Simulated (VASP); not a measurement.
# Ni (Fm-3m) in VASP: single point with PBE

Aim: the single point of Ni with PBE.

Everything below comes from runs of VASP 6.6.1. Logs are shortened: lines on timing, memory, paths and dates and some standing lists are left out, and cuts for length are marked.

## Step 1: The cell of the first run

It takes space group Fm-3m (No. 225, cubic). The conventional cell has a = 3.536 Å, b = 3.536 Å, c = 3.536 Å, α = 90.00°, β = 90.00°, γ = 90.00°. Within 3.3 Å of Ni (site symmetry m-3m) lie 12 Ni at 2.50 Å.

## Step 2: Single point, PBE, collinear spin, ferromagnetic start

INCAR

```
SYSTEM = Ni
PREC = Accurate
ENCUT = 520
EDIFF = 1E-7
ISMEAR = 0
SIGMA = 0.05
LREAL = .FALSE.
LASPH = .TRUE.
NELM = 150
ALGO = Normal
ISIF = 2
LWAVE = .FALSE.
LCHARG = .FALSE.
ISPIN = 2
MAGMOM = 2 2
LORBIT = 11
LMAXMIX = 4
GGA = PE
ISYM = 0
NBANDS = 21
```

KPOINTS

```
Automatic mesh
0
G
  8 13 11
  0 0 0
```

POSCAR

```
Ni
1.0
   -1.7678000000     -3.5356000000     -1.7678000000
   -1.7678000000      0.0000000000     -1.7678000000
    1.7678000000      0.0000000000     -1.7678000000
Ni
2
Direct
    0.0000000000      0.0000000000      0.0000000000
    0.5000000000      0.0000000000      0.5000000000
```

Potentials or basis: VASP PAW PBE potentials, release 64 (Ni).

Launch:

```sh
cat potpaw_PBE.64/Ni/POTCAR > POTCAR
mpirun -np 1 vasp_std > vasp.out
```

OUTCAR:

```text
SYSTEM = Ni
   PREC = Accurate
   ENCUT = 520
   EDIFF = 1E-7
   ISMEAR = 0
   LREAL = .FALSE.
   LASPH = .TRUE.
   NELM = 150
   ISIF = 2
   ISPIN = 2
   LORBIT = 11
   GGA = PE
   ISYM = 0

 ion  position               nearest neighbor table
   1  0.000  0.000  0.000-   2 2.50   2 2.50   2 2.50   2 2.50   2 2.50   2 2.50   2 2.50   2 2.50

   2  0.500  0.000  0.500-   1 2.50   1 2.50   1 2.50   1 2.50   1 2.50   1 2.50   1 2.50   1 2.50

IMPORTANT INFORMATION: All symmetrisations will be switched off!
NOSYMM: (Re-)initialisation of all symmetry stuff for point group C_1.

----------------------------------------------------------------------------------------

                                     Primitive cell

  volume of cell :      22.0983

  direct lattice vectors                    reciprocal lattice vectors
    -1.767800000 -3.535600000 -1.767800000     0.000000000 -0.282837425  0.000000000
    -1.767800000  0.000000000 -1.767800000    -0.282837425  0.282837425 -0.282837425
     1.767800000  0.000000000 -1.767800000     0.282837425  0.000000000 -0.282837425

  length of vectors
     4.330207967  2.500046736  2.500046736     0.282837425  0.489888790  0.399992522

  position of ions in fractional coordinates (direct lattice)
     0.000000000  0.000000000  0.000000000
     0.500000000  0.000000000  0.500000000

  ion indices of the primitive-cell ions
   primitive index   ion index
                 1           1
                 2           2

----------------------------------------------------------------------------------------

 KPOINTS: Automatic mesh

Automatic generation of k-mesh.
 Grid dimensions read from file:
 generate k-points for:    8   13   11

 Generating k-lattice:

  Cartesian coordinates                     Fractional coordinates (reciprocal lattice)
     0.000000000 -0.035354678  0.000000000     0.125000000  0.000000000  0.000000000
    -0.021756725  0.021756725 -0.021756725     0.000000000  0.076923077  0.000000000
     0.025712493  0.000000000 -0.025712493     0.000000000  0.000000000  0.090909091

  Length of vectors
     0.035354678  0.037683753  0.036362957

  Shift w.r.t. Gamma in fractional coordinates (k-lattice)
     0.000000000  0.000000000  0.000000000

 -----------------------------------------------------------------------------
|                                                                             |
|           W    W    AA    RRRRR   N    N  II  N    N   GGGG   !!!           |
|           W    W   A  A   R    R  NN   N  II  NN   N  G    G  !!!           |
|           W    W  A    A  R    R  N N  N  II  N N  N  G       !!!           |
|           W WW W  AAAAAA  RRRRR   N  N N  II  N  N N  G  GGG   !            |
|           WW  WW  A    A  R   R   N   NN  II  N   NN  G    G                |
|           W    W  A    A  R    R  N    N  II  N    N   GGGG   !!!           |
|                                                                             |
|     Your reciprocal lattice and k-lattice belong to different lattice       |
|     classes:                                                                |
|                                                                             |
|        The reciprocal lattice is simple tetragonal,                         |
|        whereas your k-lattice is simple monoclinic.                         |
|                                                                             |
|     Results are often still useful ...                                      |
|                                                                             |
 -----------------------------------------------------------------------------

 WARNING: IBZKPT: internal override: KBLOWUP is changed to .FALSE.
      ... skipping the blow-up phase ...

 Subroutine IBZKPT returns following result:
 ===========================================

 Found    573 irreducible k-points:

 Following reciprocal coordinates:
            Coordinates               Weight
  0.000000  0.000000  0.000000      1.000000
  0.125000  0.000000  0.000000      2.000000
  0.250000  0.000000  0.000000      2.000000
  0.375000  0.000000  0.000000      2.000000
  0.500000  0.000000  0.000000      1.000000
  0.000000  0.076923  0.000000      2.000000
[... 16 lines left out ...]
  0.125000  0.230769  0.000000      2.000000
  0.250000  0.230769  0.000000      2.000000
 [... further k-points ...]
   k-points           NKPTS =    573   k-points in BZ     NKDIM =    573   number of bands    NBANDS=     21
   number of dos      NEDOS =    301   number of ions     NIONS =      2
   total plane-waves  NPLWV =  12800
   dimension x,y,z NGX =    32 NGY =   20 NGZ =   20
   dimension x,y,z NGXF=    64 NGYF=   40 NGZF=   40
   ions per type =               2
   NGX,Y,Z   is equivalent  to a cutoff of  12.29, 13.30, 13.30 a.u.
   NGXF,Y,Z  is equivalent  to a cutoff of  24.57, 26.60, 26.60 a.u.
 SYSTEM =  Ni
   PREC   = accura    normal or accurate (medium, high low for compatibility)
   ISTART =      0    job   : 0-new  1-cont  2-samecut
   ICHARG =      2    charge: 1-file 2-atom 10-const
   ISPIN  =      2    spin polarized calculation?
   LNONCOLLINEAR =      F non collinear calculations
   LSORBIT =      F    spin-orbit coupling
   LASPH  =      T    aspherical Exc in radial PAW
   ENCUT  =  520.0 eV  38.22 Ry    6.18 a.u.   8.05  4.65  4.65*2*pi/ulx,y,z
   NELM   =    150;   NELMIN=  2; NELMDL= -5     # of ELM steps
   EDIFF  = 0.1E-06   stopping-criterion for ELM
   LREAL  =      F    real-space projection
   EDIFFG = 0.1E-05   stopping-criterion for IOM
   NSW    =      0    number of steps for IOM
   IBRION =     -1    ionic relax: 0-MD 1-quasi-New 2-CG
   NFREE  =      0    steps in history (QN), initial steepest desc. (CG)
   ISIF   =      2    stress and relaxation
   ISYM   =      0    0-nonsym 1-usesym 2-fastsym
   POTIM  = 0.5000    time-step for ionic-motion
   TEBEG  =    0.0;   TEEND  =   0.0 temperature during run
   PSTRESS=    0.0 pullay stress
   NELECT =      20.0000    total number of electrons
   NUPDOWN=      -1.0000    fix difference up-down
   EMIN   =  10.00;   EMAX   =-10.00  energy-range for DOS
   EFERMI =   0.00;   METHOD = LEGACY
   ISMEAR =     0;   SIGMA  =   0.05  broadening in eV -4-tet -1-fermi 0-gaus
   EFERMI_NEDOS =   21; number of points for ismear=-14 and -15
   IALGO  =     38    algorithm
   IMIX   =      4    mixing-type and parameters
     AMIX     =   0.40;   BMIX     =  1.00
     AMIX_MAG =   1.60;   BMIX_MAG =  1.00
  volume/ion in A,a.u.               =      11.05        74.56
  Fermi-wavevector in a.u.,A,eV,Ry     =   1.583550  2.992475 34.118373  2.507630
  Thomas-Fermi vector in A             =   2.683303
   LORBIT       =     11    0 simple, 1 ext, 2 COOP (PROOUT), +10 PAW based schemes
   GGA     = PE    functional components
   LHFCALC =     F    Hartree Fock is set to
   AEXX    =    0.0000 exact exchange contribution
   IVDW    =     0    specifies the selected vdW correction
   LEPSILON=     F    determine dielectric tensor
   LRPA    =     F    only Hartree local field effects (RPA)
 spin polarized calculation
 Gauss-broadening in eV      SIGMA  =   0.05
  energy-cutoff  :      520.00
  volume of cell :       22.10
 maximum number of plane-waves:       613
   NGX = 17   NGY =  9   NGZ =  9

 number of electron      19.9999987 magnetization       1.2463865

 Free energy of the ion-electron system (eV)
  ---------------------------------------------------
  ext. energy  EPLUGINS =         0.00000000
  ---------------------------------------------------
  free energy    TOTEN  =       -10.94127550 eV

  energy without entropy =      -10.93749021  energy(sigma->0) =      -10.93938285

 E-fermi :   9.1637     XC(G=0): -13.1649

 val. band max:        9.1615672064   @ k =   0.5000  -0.4615   0.4545
 cond. band min:       9.1664554950   @ k =  -0.2500   0.4615   0.0000
 fundamental gap:      0.0048882886
 Fermi energy:         9.1637075253

 spin component 1

 k-point     1 :       0.0000    0.0000    0.0000
  band No.  band energies     occupation
      1       0.2570      1.00000
      2       4.6050      1.00000
      3       5.0416      1.00000
      4       6.7593      1.00000
      5       6.7602      1.00000
      6       6.7628      1.00000
[... 13 lines left out ...]
     20      36.4930      0.00000
     21      36.4935      0.00000

 k-point     2 :       0.1250    0.0000    0.0000
  band No.  band energies     occupation
      1       0.4584      1.00000
      2       4.6146      1.00000
      3       5.1023      1.00000
      4       6.6903      1.00000
      5       6.8157      1.00000
      6       6.8164      1.00000
[... 520 lines left out ...]
 k-point    24 :       0.2500    0.2308    0.0000
  band No.  band energies     occupation
      1       1.5858      1.00000
      2       5.1923      1.00000
      3       5.4549      1.00000
      4       6.4434      1.00000
      5       6.9885      1.00000
      6       7.0251      1.00000
[... 13 lines left out ...]
     20      37.8902      0.00000
     21      38.1668      0.00000

 [... further k-points ...]

 spin component 2

 k-point     1 :       0.0000    0.0000    0.0000
  band No.  band energies     occupation
      1       0.2197      1.00000
      2       4.9448      1.00000
      3       5.6595      1.00000
      4       7.5139      1.00000
      5       7.5151      1.00000
      6       7.5178      1.00000
[... 13 lines left out ...]
     20      36.4736      0.00000
     21      36.4738      0.00000

 k-point     2 :       0.1250    0.0000    0.0000
  band No.  band energies     occupation
      1       0.4213      1.00000
      2       4.9360      1.00000
      3       5.7244      1.00000
      4       7.4380      1.00000
      5       7.5724      1.00000
      6       7.5739      1.00000
[... 520 lines left out ...]
 k-point    24 :       0.2500    0.2308    0.0000
  band No.  band energies     occupation
      1       1.5539      1.00000
      2       5.5917      1.00000
      3       6.0182      1.00000
      4       7.1581      1.00000
      5       7.7057      1.00000
      6       7.7936      1.00000
[... 13 lines left out ...]
     20      37.8555      0.00000
     21      38.1308      0.00000

 [... further k-points ...]

------------------------ aborting loop because EDIFF is reached ----------------------------------------

  FORCE on cell =-STRESS in cart. coord.  units (eV):
  Direction    XX          YY          ZZ          XY          YZ          ZX
  --------------------------------------------------------------------------------------
  -------------------------------------------------------------------------------------
  Total       -0.4200768     -0.3845510     -0.4200806     -0.0030502     -0.0030503      0.0063701
  in kB      -30.4564954    -27.8807948    -30.4567687     -0.2211496     -0.2211521      0.4618442
  external PRESSURE =     -29.5980196 kB  Pullay stress =       0.0000000 kB

 VOLUME and BASIS-vectors are now :
 -----------------------------------------------------------------------------
  energy-cutoff  :      520.00
  volume of cell :       22.10
      direct lattice vectors                 reciprocal lattice vectors
    -1.767800000 -3.535600000 -1.767800000     0.000000000 -0.282837425  0.000000000
    -1.767800000  0.000000000 -1.767800000    -0.282837425  0.282837425 -0.282837425
     1.767800000  0.000000000 -1.767800000     0.282837425  0.000000000 -0.282837425

 POSITION                                       TOTAL-FORCE (eV/Angst)
 -----------------------------------------------------------------------------------
      0.00000      0.00000      0.00000        -0.000000     -0.000000      0.000000
      0.00000     -1.76780     -1.76780         0.000000      0.000000     -0.000000
 -----------------------------------------------------------------------------------
    total drift:                               -0.000000     -0.000000      0.000000

  FREE ENERGIE OF THE ION-ELECTRON SYSTEM (eV)
  ---------------------------------------------------
  free  energy   TOTEN  =       -10.9412755010 eV

  energy  without entropy=      -10.9374902067  energy(sigma->0) =      -10.93938285

 total charge

# of ion       s       p       d       tot
------------------------------------------
    1        0.491   0.485   8.307   9.283
    2        0.491   0.485   8.307   9.283
--------------------------------------------------
tot          0.981   0.969  16.615  18.565

 magnetization (x)

# of ion       s       p       d       tot
------------------------------------------
    1       -0.007  -0.025   0.668   0.637
    2       -0.007  -0.025   0.668   0.637
--------------------------------------------------
tot         -0.013  -0.050   1.336   1.273
```

It took 3.8 min on 1 thread of AMD EPYC 9R45 (Zen 5), shared host; peak memory 0.41 GiB.

Results:

- Free energy: -10.9413 eV
- Pressure: -3.0 GPa
- Net moment: 1.25 μB per cell
- Site moments: Ni +0.64 μB
- Valence electrons inside the program's atomic spheres: Ni 9.28

Stress tensor (GPa, compression positive):
```
-3.05 -0.02  0.05
-0.02 -2.79 -0.02
 0.05 -0.02 -3.05
```

Levels at points of the mesh, in eV from the Fermi level:
Spin up:
| k point | band 8 | band 9 | band 10 | band 11 | band 12 | band 13 | band 14 | band 15 |
| --- | --- | --- | --- | --- | --- | --- | --- | --- |
| (0.00, 0.00, 0.00) | -1.24 | -0.55 | -0.49 | -0.49 | 2.44 | 9.08 | 14.68 | 14.68 |
| (0.50, 0.00, 0.00) | -1.59 | -1.58 | -1.58 | -0.90 | -0.90 | 19.06 | 19.06 | 19.06 |
Spin down:
```csv
k point,band 8,band 9,band 10,band 11,band 12,band 13
"(0.00, 0.00, 0.00)",-0.67,0.05,0.37,0.38,2.39,9.32
"(0.50, 0.00, 0.00)",-0.80,-0.79,-0.79,-0.32,-0.32,19.13
```
